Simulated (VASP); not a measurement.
Here is a VASP 6.6.1 calculation.

The input INCAR:

```
SYSTEM = BeTe
  PREC = Accurate
  ENCUT = 520
  EDIFF = 1E-6
  ISMEAR = 0
  SIGMA = 0.02
  LREAL = .FALSE.
  LASPH = .TRUE.
  NELM = 100
  ALGO = Normal
  ISIF = 2
  LWAVE = .FALSE.
  LCHARG = .FALSE.
  GGA = PE
  NBANDS = 26
```

Contents of KPOINTS:

```
Automatic mesh
0
G
  4 8 4
  0 0 0
```

File POSCAR:

```
BeTe
1.0
    7.1871271327      0.0000000000      0.0000000000
    0.0000000000      4.0533712739      0.0000000000
    0.0000000000      0.0000000000      6.9594548724
Be Te
4 4
Direct
    0.8567109562      0.7500000000      0.4057379359
    0.6432890438      0.2500000000      0.9057379359
    0.3567109562      0.7500000000      0.0942620641
    0.1432890438      0.2500000000      0.5942620641
    0.7963436440      0.2500000000      0.5940030639
    0.7036563560      0.7500000000      0.0940030639
    0.2963436440      0.2500000000      0.9059969361
    0.2036563560      0.7500000000      0.4059969361
```

Potentials or basis: VASP PAW PBE potentials, release 64 (Be, Te).

Command:

```console
$ cat potpaw_PBE.64/Be/POTCAR potpaw_PBE.64/Te/POTCAR > POTCAR
$ mpirun -np 1 vasp_std > vasp.out
```

Q: Estimate the pressure.

A: 0.1 GPa.

Q: Predict the band gap on the k mesh.

A: 2.22 eV.

Forces on the atoms (eV/Å):
```
Be  -0.001  0.000  0.002
Be   0.001  0.000  0.002
Be  -0.001  0.000 -0.002
Be   0.001  0.000 -0.002
Te  -0.008  0.000 -0.001
Te   0.008  0.000 -0.001
Te  -0.008  0.000  0.001
Te   0.008  0.000  0.001
```

Caveat: spin-orbit coupling is left out, which moves the levels of the heavy elements. A k mesh can miss the band edges.
